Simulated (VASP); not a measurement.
As: relaxation of cell and atoms with revPBE+D4

As:

```
CELL_PARAMETERS angstrom
2.70368 0.00000 0.00000
0.00000 2.70368 0.00000
0.00000 0.00000 2.70368
ATOMIC_POSITIONS crystal
As 0.50000 0.50000 0.50000
```

| Quantity | Value |
| --- | --- |
| Program | VASP 6.6.1 |
| Task | relaxation of cell and atoms |
| Functional | revPBE |
| Dispersion | D4 |
| Potentials or basis | VASP PAW PBE potentials, release 64 (As) |
| Cutoff | 600 eV |
| k mesh | 10 × 10 × 10 |
| Occupations | fermi-dirac, width 0.05 eV |
| Spin | no spin polarisation |
| Dipole correction | no |
| Further INCAR settings | ALGO = Normal; EDIFF = 1e-07; IBRION = 2; EDIFFG = -0.01; NSW = 60; ISIF = 3 |

- Relaxed volume: 19.03 Å³/atom
- Relaxed cell: a = 2.670 Å, b = 2.670 Å, c = 2.670 Å, α = 90.00°, β = 90.00°, γ = 90.00°
- Space group after relaxing (to 0.05 Å): Pm-3m (No. 221)
- Energy gained by relaxing: 7.9 meV/atom
- Ionic steps: 3
- Pressure after relaxing: 0.0 GPa
- Dispersion energy per atom: -0.899 eV

The path:
| step | energy change (eV) | largest force (eV/Å) | pressure (GPa) | volume (Å³) |
| --- | --- | --- | --- | --- |
| 1 | 0.0000 | 0.0000 | -3.32 | 19.76 |
| 2 | -0.0050 | 0.0000 | 2.26 | 18.62 |
| 3 | -0.0079 | 0.0000 | 0.01 | 19.03 |

Final structure:
```
As
1.0
     2.66984    0.00000    0.00000
     0.00000    2.66984    0.00000
     0.00000    0.00000    2.66984
As
1
Direct
  0.50000 0.50000 0.50000
```

Levels at points of the mesh, in eV from the Fermi level:
```
           k point  band 1  band 2  band 3  band 4  band 5
(0.00, 0.00, 0.00)  -15.30    4.33    4.33    4.33    8.51
(0.50, 0.00, 0.00)  -11.98   -7.23    6.78    6.78   11.27
(0.50, 0.50, 0.00)   -8.49   -4.45   -4.45    2.37    9.11
(0.50, 0.50, 0.50)   -4.57   -1.89   -1.89   -1.89    5.87
```

Wall time 22 s on 1 thread of Intel Xeon 8259CL, with other jobs on the host, peak memory 0.14 GiB.

Caveat: the PAW data sets were made with another functional, which shifts forces and pressure a little; pairwise dispersion overbinds metals, which lowers pressure and volume.
